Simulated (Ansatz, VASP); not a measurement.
**Si3Ge in VASP and in Ansatz**

File POSCAR:

```
Si3Ge
1.0
    1.9029956465      1.0986950488      6.2115237961
   -1.9029956465      1.0986950488      6.2115237961
    0.0000000000     -2.1973900976      6.2115237961
Si Ge
3 1
Direct
    1.0013363433      0.0013363433      0.0013363433
    0.4987055951      0.4987055951      0.4987055951
    0.3750071689      0.3750071689      0.3750071689
    0.8749508926      0.8749508926      0.8749508926
```

Contents of INCAR.step1:

```
PREC = Accurate
ENCUT = 520
ISMEAR = 0
SIGMA = 0.01
LREAL = False
LASPH = True
NELM = 60
NBANDS = 21
GGA = PE
ALGO = Normal
EDIFF = 1E-4
LWAVE = True
LCHARG = False
```

INCAR.step2

```
PREC = Accurate
ENCUT = 520
EDIFF = 1E-6
ISMEAR = 0
SIGMA = 0.01
LREAL = False
LASPH = True
NELM = 60
ALGO = Normal
ISIF = 2
LWAVE = False
LCHARG = False
METAGGA = R2SCAN
LMIXTAU = True
NBANDS = 21
ISTART = 1
```

File KPOINTS:

```
Automatic mesh
0
Gamma
  6 6 6
```

Input for Ansatz:

```yaml
crystal:
  lattice:
    - [1.9029956465, 1.0986950488, 6.2115237961]
    - [-1.9029956465, 1.0986950488, 6.2115237961]
    - [0.0, -2.1973900976, 6.2115237961]
  atoms:
    - { symbol: Si, position: [1.0013363433, 0.0013363433, 0.0013363433] }
    - { symbol: Si, position: [0.4987055951, 0.4987055951, 0.4987055951] }
    - { symbol: Si, position: [0.3750071689, 0.3750071689, 0.3750071689] }
    - { symbol: Ge, position: [0.8749508926, 0.8749508926, 0.8749508926] }
kpoints:
  mp_grid: { grid: [6, 6, 6] }
hamiltonian:
  xc: r2scan
scf:
  occupations: { method: fixed }
  n_extra_bands: 5
output:
  forces: true
  stress: true
  eigenvalues: true
```

Alike in both runs: task single point; functional r2SCAN; k mesh 6 × 6 × 6; no spin polarisation.

|  | VASP | Ansatz |
| --- | --- | --- |
| version | VASP 6.6.1 | Ansatz 0.2.0 |
| potentials or method | VASP PAW PBE potentials, release 64 (Si, Ge_d) | plane waves, PAW |
| plane-wave cutoff (eV) | 520 | 500 |
| occupations | gaussian, width 0.01 eV | fixed |
| valence electrons in the cell | 26 | 26 |

Ansatz gave:

```
gap on the k mesh at the Fermi level (eV)                     : 0.69
pressure (GPa)                                                : 6.5
traceless stress, the component that is largest in VASP (GPa) : -0.17
rms of the force components (eV/Å)                            : 0.012
```

Problem. Which values does VASP return?

Solution. gap on the k mesh at the Fermi level (eV): 0.69; pressure (GPa): 6.3; traceless stress, the component that is largest in VASP (GPa): -0.16; rms of the force components (eV/Å): 0.012.

VASP's potentials were made for PBE, not for r2SCAN. Atom by atom the forces differ by 0.008 eV/Å (rms over components).
